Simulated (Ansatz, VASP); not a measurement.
**GaSb2 in VASP and in Ansatz**

Contents of INCAR:

```
ALGO     = Normal         # electronic algorithm
EDIFF    = 1E-6           # SCF threshold, eV
EDIFFG   = -0.04          # ionic threshold
ENCUT    = 600            # plane-wave cutoff, eV
GGA      = PE             # functional
IBRION   = 2              # ionic algorithm
ISIF     = 3              # what is computed and relaxed
ISMEAR   = 0              # smearing method
LASPH    = T              # aspherical terms in the spheres
LCHARG   = F              # write CHGCAR
LREAL    = F              # projectors in reciprocal space
LWAVE    = F              # write WAVECAR
NELM     = 60             # most SCF steps
NSW      = 90             # ionic steps
PREC     = Accurate       # precision mode
SIGMA    = 0.1            # smearing width, eV
```

Contents of KPOINTS:

```
k-points
0
Gamma
  6 6 4
```

File POSCAR:

```
GaSb2
1.0
    3.3168386000      0.0000000000      0.0000000000
    0.0000000000      3.3168386000      0.0000000000
    0.0000000000      0.0000000000      6.3370892400
Ga Sb
1 2
Direct
    0.0000000000      0.0000000000      0.0000000000
    0.5000000000      0.5000000000      0.2700000100
    0.5000000000      0.5000000000      0.7299999900
```

Input for Ansatz:

```yaml
crystal:
  lattice:
    - [3.3168386, 0.0, 0.0]
    - [0.0, 3.3168386, 0.0]
    - [0.0, 0.0, 6.33708924]
  atoms:
    - { symbol: Ga, position: [0.0, 0.0, 0.0] }
    - { symbol: Sb, position: [0.5, 0.5, 0.27000001] }
    - { symbol: Sb, position: [0.5, 0.5, 0.72999999] }
basis:
  ecutwfc: 420
kpoints:
  mp_grid: { grid: [6, 6, 4] }
hamiltonian:
  xc: pbe
scf:
  occupations: { method: gaussian, width: 0.1 }
  lower_state_search: "off"
output:
  forces: true
  stress: true
  eigenvalues: true
relax:
  adjacent_minimum: "off"
  f_tol: 0.04
  max_steps: 70
  cell: { stress_tol: 0.4 }
```

Change from the starting cell: species swapped into the FeSi2 type (P4/mmm, No. 123).

Alike in both runs: task relaxation of cell and atoms; functional PBE; k mesh 6 × 6 × 4; occupations gaussian, width 0.1 eV; no spin polarisation.

|  | VASP | Ansatz |
| --- | --- | --- |
| version | VASP 6.6.1 | Ansatz 0.2.0 |
| potentials or method | VASP PAW PBE potentials, release 64 (Ga_d, Sb), cutoff 600 eV | scalar-relativistic, plane waves, PAW |
| valence electrons in the cell | 23 | 43 |

|  | VASP | Ansatz | Ansatz less VASP |
| --- | --- | --- | --- |
| gap on the k mesh at the Fermi level, each at its own relaxed structure (eV) | none | none | - |
| relaxed volume (Å³/atom) | 27.47 | 27.54 | +0.070 |
| relaxed length of the cell vector where the two differ most in proportion (Å) | 3.544 | 3.552 | +0.0077 |

A gap of «none» marks a metal or a gap that the smearing closes. VASP's potentials hold 23 valence electrons a cell and Ansatz's 43, so a difference there can come from the potentials and not from the codes.

Neither program's run includes spin-orbit coupling. Noted on VASP's run: the volume moved by over 15 % at a fixed basis, so the end points are rough.
